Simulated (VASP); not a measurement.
# Cu (Im-3m) in VASP: a series of runs

Cu is run at these levels: PBE; tasks: single point.

Everything below comes from runs of VASP 6.6.1. Logs are shortened: lines on timing, memory, paths and dates and some standing lists are left out, and cuts for length are marked.

## (1) The cell of the first run

It takes space group Im-3m (No. 229, cubic). Conventional cell: a = 2.846 Å, b = 2.846 Å, c = 2.846 Å, α = 90.00°, β = 90.00°, γ = 90.00°. Within 3.3 Å of Cu (site symmetry m-3m) lie 14 Cu at 2.46 to 2.85 Å.

## (2) Single point, PBE (volume scaled by 0.96)

Contents of INCAR:

```
SYSTEM = Cu
PREC = Accurate
ENCUT = 520
EDIFF = 1E-6
ISMEAR = -1
SIGMA = 0.1
LREAL = .FALSE.
LASPH = .TRUE.
NELM = 60
ALGO = Normal
ISIF = 2
LWAVE = .FALSE.
LCHARG = .FALSE.
GGA = PE
NBANDS = 12
```

Contents of KPOINTS:

```
Automatic mesh
0
G
  25 25 25
  0 0 0
```

Contents of POSCAR:

```
Cu
1.0
   -1.4228579371      1.4228579371      1.4228579371
    1.4228579371     -1.4228579371      1.4228579371
    1.4228579371      1.4228579371     -1.4228579371
Cu
1
Direct
    0.0000000000      0.0000000000      0.0000000000
```

Potentials or basis: VASP PAW PBE potentials, release 64 (Cu).

The run is started by

```sh
> cat potpaw_PBE.64/Cu/POTCAR > POTCAR
> mpirun -np 1 vasp_std > vasp.out
```

OUTCAR:

```text
SYSTEM = Cu
   PREC = Accurate
   ENCUT = 520
   EDIFF = 1E-6
   ISMEAR = -1
   LREAL = .FALSE.
   LASPH = .TRUE.
   NELM = 60
   ISIF = 2
   GGA = PE

 ion  position               nearest neighbor table
   1  0.000  0.000  0.000-

  LATTYP: Found a body centered cubic cell.
 ALAT       =     2.8457158742

  Lattice vectors:

 A1 = (  -1.4228579371,   1.4228579371,   1.4228579371)
 A2 = (   1.4228579371,  -1.4228579371,   1.4228579371)
 A3 = (   1.4228579371,   1.4228579371,  -1.4228579371)

Analysis of symmetry for initial positions (statically):
=====================================================================
 Subroutine PRICEL returns:
 Original cell was already a primitive cell.

 Routine SETGRP: Setting up the symmetry group for a
 body centered cubic supercell.

 Subroutine GETGRP returns: Found 48 space group operations
 (whereof 48 operations were pure point group operations)
 out of a pool of 48 trial point group operations.

The static configuration has the point symmetry O_h .

Analysis of symmetry for dynamics (positions and initial velocities):
=====================================================================
 Subroutine PRICEL returns:
 Original cell was already a primitive cell.

 Routine SETGRP: Setting up the symmetry group for a
 body centered cubic supercell.

 Subroutine GETGRP returns: Found 48 space group operations
 (whereof 48 operations were pure point group operations)
 out of a pool of 48 trial point group operations.

The dynamic configuration has the point symmetry O_h .

 Subroutine INISYM returns: Found 48 space group operations
 (whereof 48 operations are pure point group operations),
 and found     1 'primitive' translations

----------------------------------------------------------------------------------------

                                     Primitive cell

  volume of cell :      11.5224

  direct lattice vectors                    reciprocal lattice vectors
    -1.422857937  1.422857937  1.422857937     0.000000000  0.351405426  0.351405426
     1.422857937 -1.422857937  1.422857937     0.351405426  0.000000000  0.351405426
     1.422857937  1.422857937 -1.422857937     0.351405426  0.351405426  0.000000000

  length of vectors
     2.464462239  2.464462239  2.464462239     0.496962320  0.496962320  0.496962320

  position of ions in fractional coordinates (direct lattice)
     0.000000000  0.000000000  0.000000000

  ion indices of the primitive-cell ions
   primitive index   ion index
                 1           1

----------------------------------------------------------------------------------------

 KPOINTS: Automatic mesh

Automatic generation of k-mesh.
 Grid dimensions read from file:
 generate k-points for:   25   25   25

 Generating k-lattice:

  Cartesian coordinates                     Fractional coordinates (reciprocal lattice)
     0.000000000  0.014056217  0.014056217     0.040000000  0.000000000  0.000000000
     0.014056217  0.000000000  0.014056217     0.000000000  0.040000000  0.000000000
     0.014056217  0.014056217  0.000000000     0.000000000  0.000000000  0.040000000

  Length of vectors
     0.019878493  0.019878493  0.019878493

  Shift w.r.t. Gamma in fractional coordinates (k-lattice)
     0.000000000  0.000000000  0.000000000

 Subroutine IBZKPT returns following result:
 ===========================================

 Found    455 irreducible k-points:

 Following reciprocal coordinates:
            Coordinates               Weight
  0.000000  0.000000  0.000000      1.000000
  0.040000  0.000000  0.000000     12.000000
  0.080000  0.000000  0.000000     12.000000
  0.120000  0.000000  0.000000     12.000000
  0.160000  0.000000  0.000000     12.000000
  0.200000  0.000000  0.000000     12.000000
[... 16 lines left out ...]
  0.400000  0.040000 -0.000000     48.000000
  0.440000  0.040000 -0.000000     48.000000
 [... further k-points ...]
   k-points           NKPTS =    455   k-points in BZ     NKDIM =    455   number of bands    NBANDS=     12
   number of dos      NEDOS =    301   number of ions     NIONS =      1
   total plane-waves  NPLWV =   5832
   dimension x,y,z NGX =    18 NGY =   18 NGZ =   18
   dimension x,y,z NGXF=    36 NGYF=   36 NGZF=   36
   ions per type =               1
   NGX,Y,Z   is equivalent  to a cutoff of  12.14, 12.14, 12.14 a.u.
   NGXF,Y,Z  is equivalent  to a cutoff of  24.28, 24.28, 24.28 a.u.
 SYSTEM =  Cu
   PREC   = accura    normal or accurate (medium, high low for compatibility)
   ISTART =      0    job   : 0-new  1-cont  2-samecut
   ICHARG =      2    charge: 1-file 2-atom 10-const
   ISPIN  =      1    spin polarized calculation?
   LNONCOLLINEAR =      F non collinear calculations
   LSORBIT =      F    spin-orbit coupling
   LASPH  =      T    aspherical Exc in radial PAW
   ENCUT  =  520.0 eV  38.22 Ry    6.18 a.u.   4.58  4.58  4.58*2*pi/ulx,y,z
   NELM   =     60;   NELMIN=  2; NELMDL= -5     # of ELM steps
   EDIFF  = 0.1E-05   stopping-criterion for ELM
   LREAL  =      F    real-space projection
   EDIFFG = 0.1E-04   stopping-criterion for IOM
   NSW    =      0    number of steps for IOM
   IBRION =     -1    ionic relax: 0-MD 1-quasi-New 2-CG
   NFREE  =      0    steps in history (QN), initial steepest desc. (CG)
   ISIF   =      2    stress and relaxation
   ISYM   =      2    0-nonsym 1-usesym 2-fastsym
   POTIM  = 0.5000    time-step for ionic-motion
   TEBEG  =    0.0;   TEEND  =   0.0 temperature during run
   PSTRESS=    0.0 pullay stress
   NELECT =      11.0000    total number of electrons
   NUPDOWN=      -1.0000    fix difference up-down
   EMIN   =  10.00;   EMAX   =-10.00  energy-range for DOS
   EFERMI =   0.00;   METHOD = LEGACY
   ISMEAR =    -1;   SIGMA  =   0.10  broadening in eV -4-tet -1-fermi 0-gaus
   EFERMI_NEDOS =   21; number of points for ismear=-14 and -15
   IALGO  =     38    algorithm
   IMIX   =      4    mixing-type and parameters
     AMIX     =   0.40;   BMIX     =  1.00
     AMIX_MAG =   1.60;   BMIX_MAG =  1.00
  volume/ion in A,a.u.               =      11.52        77.76
  Fermi-wavevector in a.u.,A,eV,Ry     =   1.611972  3.046186 35.354114  2.598454
  Thomas-Fermi vector in A             =   2.707277
   LORBIT       =      0    0 simple, 1 ext, 2 COOP (PROOUT), +10 PAW based schemes
   GGA     = PE    functional components
[... 5 lines left out ...]
 non-spin polarized calculation
  energy-cutoff  :      520.00
  volume of cell :       11.52
 maximum number of plane-waves:       325
   NGX =  9   NGY =  9   NGZ =  9

 number of electron      10.9999982 magnetization

 Free energy of the ion-electron system (eV)
  ---------------------------------------------------
  ext. energy  EPLUGINS =         0.00000000
  ---------------------------------------------------
  free energy    TOTEN  =        -3.68690914 eV

  energy without entropy =       -3.67717766  energy(sigma->0) =       -3.68204340

 E-fermi :   7.8929     XC(G=0): -12.8711

 val. band max:        7.8903239681   @ k =  -0.2800   0.4400   0.1200
 cond. band min:       7.8943309026   @ k =  -0.3600   0.4800   0.0400
 fundamental gap:      0.0040069346
 Fermi energy:         7.8929116087

 k-point     1 :       0.0000    0.0000    0.0000
  band No.  band energies     occupation
      1      -1.6393      2.00000
      2       4.7144      2.00000
      3       4.7144      2.00000
      4       4.7144      2.00000
      5       5.7626      2.00000
      6       5.7626      2.00000
      7      33.1970      0.00000
      8      33.1970      0.00000
      9      33.1970      0.00000
     10      36.9327      0.00000
     11      36.9327      0.00000
     12      36.9327      0.00000

 k-point     2 :       0.0400    0.0000    0.0000
  band No.  band energies     occupation
      1      -1.5764      2.00000
      2       4.7023      2.00000
      3       4.7140      2.00000
      4       4.7390      2.00000
      5       5.7504      2.00000
      6       5.7635      2.00000
      7      32.4660      0.00000
      8      33.0357      0.00000
      9      33.0386      0.00000
     10      35.9058      0.00000
     11      35.9210      0.00000
     12      36.0067      0.00000

 k-point     3 :       0.0800    0.0000    0.0000
  band No.  band energies     occupation
      1      -1.3887      2.00000
      2       4.6669      2.00000
      3       4.7114      2.00000
      4       4.8118      2.00000
      5       5.7174      2.00000
      6       5.7663      2.00000
      7      30.7344      0.00000
      8      32.4756      0.00000
      9      32.6370      0.00000
     10      34.5257      0.00000
     11      35.0382      0.00000
     12      35.4993      0.00000
[... 286 lines left out ...]
 k-point    23 :       0.4000    0.0400   -0.0000
  band No.  band energies     occupation
      1       2.6421      2.00000
      2       4.0246      2.00000
      3       5.6338      2.00000
      4       5.7786      2.00000
      5       6.0894      2.00000
      6       6.7024      1.99999
      7      14.0354      0.00000
      8      25.2647      0.00000
      9      26.0102      0.00000
     10      30.1473      0.00000
     11      33.0443      0.00000
     12      41.1487      0.00000

 k-point    24 :       0.4400    0.0400   -0.0000
  band No.  band energies     occupation
      1       2.7305      2.00000
      2       3.9922      2.00000
      3       5.7025      2.00000
      4       5.8109      2.00000
      5       6.3079      2.00000
      6       7.2141      1.99775
      7      12.8679      0.00000
      8      25.0365      0.00000
      9      25.7461      0.00000
     10      30.0536      0.00000
     11      33.0125      0.00000
     12      41.6011      0.00000

 [... further k-points ...]
[... 5 lines left out ...]
  --------------------------------------------------------------------------------------
  -------------------------------------------------------------------------------------
  Total        0.4977262      0.4977262      0.4977262      0.0000000      0.0000000      0.0000000
  in kB       69.2080270     69.2080270     69.2080270      0.0000000      0.0000000      0.0000000
  external PRESSURE =      69.2080270 kB  Pullay stress =       0.0000000 kB

 VOLUME and BASIS-vectors are now :
 -----------------------------------------------------------------------------
  energy-cutoff  :      520.00
  volume of cell :       11.52
      direct lattice vectors                 reciprocal lattice vectors
    -1.422857937  1.422857937  1.422857937     0.000000000  0.351405426  0.351405426
     1.422857937 -1.422857937  1.422857937     0.351405426  0.000000000  0.351405426
     1.422857937  1.422857937 -1.422857937     0.351405426  0.351405426  0.000000000

 POSITION                                       TOTAL-FORCE (eV/Angst)
 -----------------------------------------------------------------------------------
      0.00000      0.00000      0.00000         0.000000     -0.000000      0.000000
 -----------------------------------------------------------------------------------
    total drift:                                0.000000      0.000000      0.000000

  FREE ENERGIE OF THE ION-ELECTRON SYSTEM (eV)
  ---------------------------------------------------
  free  energy   TOTEN  =        -3.6869091377 eV

  energy  without entropy=       -3.6771776600  energy(sigma->0) =       -3.68204340
```

It took 35 s on 1 thread of Intel Xeon Platinum 8559C (Emerald Rapids), shared host; peak memory 0.16 GiB.

Results:

```yaml
Free_energy: -3.6869 eV
Pressure: 6.9 GPa
```

Caveat: the cell differs from its parent crystal (volume scaled by 0.96).

## (3) Single point, PBE

This run uses another cell than the first one, of 12.00 Å³/atom, 1.042 times its volume.

Contents of INCAR:

```
PREC = Accurate
ENCUT = 520
EDIFF = 1E-6
ISMEAR = -1
SIGMA = 0.1
LREAL = False
LASPH = True
NELM = 80
ALGO = Normal
ISIF = 2
LWAVE = False
LCHARG = False
GGA = PE
NBANDS = 12
```

Contents of KPOINTS:

```
Automatic mesh
0
Gamma
  25 25 25
```

Contents of POSCAR:

```
Cu
1.0
   -1.4423515641      1.4423515641      1.4423515641
    1.4423515641     -1.4423515641      1.4423515641
    1.4423515641      1.4423515641     -1.4423515641
Cu
1
Direct
    0.0000000000      0.0000000000      0.0000000000
```

Potentials or basis: VASP PAW PBE potentials, release 64 (Cu).

The run is started by

```sh
> cat potpaw_PBE.64/Cu/POTCAR > POTCAR
> mpirun -np 1 vasp_std > vasp.out
```

It took 35 s on 1 thread of Intel Xeon Platinum 8559C (Emerald Rapids), shared host; peak memory 0.17 GiB.

It converged, with:

```yaml
Free_energy: -3.6982 eV
Pressure: 0.6 GPa
```

Levels at points of the mesh, in eV from the Fermi level:
| k point | band 2 | band 3 | band 4 | band 5 | band 6 | band 7 | band 8 | band 9 | band 10 | band 11 |
| --- | --- | --- | --- | --- | --- | --- | --- | --- | --- | --- |
| (0.00, 0.00, 0.00) | -3.05 | -3.05 | -3.05 | -2.06 | -2.06 | 24.91 | 24.91 | 24.91 | 28.07 | 28.07 |
